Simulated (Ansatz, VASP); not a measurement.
Given: the input of a run of VASP 6.6.1 on Ti.

POSCAR

```
Ti
1.0
   -1.6625945817      1.6625945817      1.6625945817
    1.6625945817     -1.6625945817      1.6625945817
    1.6625945817      1.6625945817     -1.6625945817
Ti
1
Direct
    0.0000000000      0.0000000000      0.0000000000
```

The input INCAR.step1:

```
SYSTEM = Ti
PREC     = Accurate       ! precision mode
ENCUT    = 520            ! plane-wave cutoff, eV
EDIFF    = 1E-5           ! SCF threshold, eV
ISMEAR   = -1             ! smearing method
SIGMA    = 0.05           ! smearing width, eV
LREAL    = .FALSE.        ! projectors in reciprocal space
LASPH    = .TRUE.         ! aspherical terms in the spheres
NELM     = 60             ! most SCF steps
ALGO     = Normal         ! electronic algorithm
ISIF     = 2              ! what is computed and relaxed
LWAVE    = .TRUE.         ! write WAVECAR
LCHARG   = .FALSE.        ! write CHGCAR
GGA      = PE             ! functional
NBANDS   = 12             ! bands
```

Contents of INCAR.step2:

```
SYSTEM = Ti
PREC     = Accurate       ! precision mode
ENCUT    = 520            ! plane-wave cutoff, eV
EDIFF    = 1E-6           ! SCF threshold, eV
ISMEAR   = -1             ! smearing method
SIGMA    = 0.05           ! smearing width, eV
LREAL    = .FALSE.        ! projectors in reciprocal space
LASPH    = .TRUE.         ! aspherical terms in the spheres
NELM     = 60             ! most SCF steps
ALGO     = Normal         ! electronic algorithm
ISIF     = 2              ! what is computed and relaxed
LWAVE    = .FALSE.        ! write WAVECAR
LCHARG   = .FALSE.        ! write CHGCAR
GGA      = B5             ! functional
LHFCALC  = .TRUE.         ! exact exchange
AEXX     = 0.5            ! exact-exchange fraction
ALDAX    = 0.5          
AGGAX    = 0.5          
AGGAC    = 1.0          
ALDAC    = 0.0          
PRECFOCK = Normal       
ISTART   = 1            
NBANDS   = 12             ! bands
```

File KPOINTS:

```
regular mesh
0
G
  6 6 6
  0 0 0
```

Potentials or basis: VASP PAW PBE potentials, release 64 (Ti_sv).

Launch:

```bash
$ cat potpaw_PBE.64/Ti_sv/POTCAR > POTCAR
$ cp INCAR.step1 INCAR
$ mpirun -np 1 vasp_std > vasp.out
$ cp INCAR.step2 INCAR
$ mpirun -np 1 vasp_std > vasp.out
```

Question: Translate it to Ansatz 0.2.0. Potentials there: Ansatz PAW.

Answer: As run (the cutoff follows the program's own potentials):

input.yaml

```yaml
crystal:
  lattice:
    - [-1.6625945817, 1.6625945817, 1.6625945817]
    - [1.6625945817, -1.6625945817, 1.6625945817]
    - [1.6625945817, 1.6625945817, -1.6625945817]
  atoms:
    - { symbol: Ti, position: [0.0, 0.0, 0.0] }
hamiltonian:
  xc: { name: BHLYP }
  pseudopotentials: { kind: paw }
kpoints:
  mp_grid: { grid: [6, 6, 6] }
scf:
  occupations: { method: fermi_dirac, width: 0.05 }
output:
  forces: true
  stress: true
  eigenvalues: true
```

Potentials or basis: Ansatz PAW.

Run with:

```sh
$ ansatz run input.yaml --threads 2 --pin off --max-ram 5632MiB --backend cpu --events-out ev --progress --plain --runs-dir out
```

Both were run:

|  | VASP | Ansatz | Ansatz less VASP |
| --- | --- | --- | --- |
| gap on the k mesh at the Fermi level (eV) | none | none | - |
| pressure (GPa) | -7.4 | -6.8 | +0.61 |

VASP's potentials were made for PBE, not for BHLYP. A gap of «none» marks a metal or a gap that the smearing closes. The functional is the same, so the differences come from potentials, cutoffs and numerics.

The k mesh is coarse, so the values compare programs but aren't converged.
